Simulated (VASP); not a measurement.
Write the native input for VASP 6.6.1 that does the following.

```
Task                   : single point
Functional             : BLYP
Potentials or basis    : VASP PAW PBE potentials, release 64 (Re_sv_GW)
Cutoff                 : 560 eV
k mesh                 : 11 × 11 × 6
Occupations            : fermi-dirac, width 0.05 eV
Spin                   : no spin polarisation
Dipole correction      : no
Further INCAR settings : ALGO = Normal; EDIFF = 1e-06; NBANDS = 22
```

The structure of Re lies in POSCAR:

```
Re
1.0
    2.7608000000      0.0000000000      0.0000000000
   -1.3804000000      2.3909229348      0.0000000000
    0.0000000000      0.0000000000      4.4582000000
Re
2
Direct
    0.6666666667      0.3333333333      0.7500000000
    0.3333333333      0.6666666667      0.2500000000
```

One way to write it, as run:

INCAR

```
SYSTEM = Re
  AGGAC = 1.0
  AGGAX = 1.0
  ALDAC = 0.0
  ALDAX = 1.0
  ALGO = Normal
  EDIFF = 1E-6
  ENCUT = 560
  GGA = B5
  GGA_COMPAT = .FALSE.
  ISIF = 2
  ISMEAR = -1
  LASPH = .TRUE.
  LCHARG = .FALSE.
  LREAL = .FALSE.
  LWAVE = .FALSE.
  NBANDS = 22
  NELM = 120
  PREC = Accurate
  SIGMA = 0.05
```

KPOINTS

```
k-points
0
G
  11 11 6
  0 0 0
```

Potentials or basis: VASP PAW PBE potentials, release 64 (Re_sv_GW).

Run with:

```console
$ cat potpaw_PBE.64/Re_sv_GW/POTCAR > POTCAR
$ mpirun -np 1 vasp_std > vasp.out
```

Results of the run:

```
Pressure               : 19.7 GPa
Band gap on the k mesh : zero (bands 15 and 16 overlap by 3.36 eV)
```

Caveat: the cell stands under pressure; the PAW data sets were made with another functional, which shifts forces and pressure a little; spin-orbit coupling is left out, which moves the levels of the heavy elements.

Wall time 37 s on 1 thread of AMD EPYC 9R45 96-Core Processor (Zen 5) (shared host), peak memory 0.15 GiB.
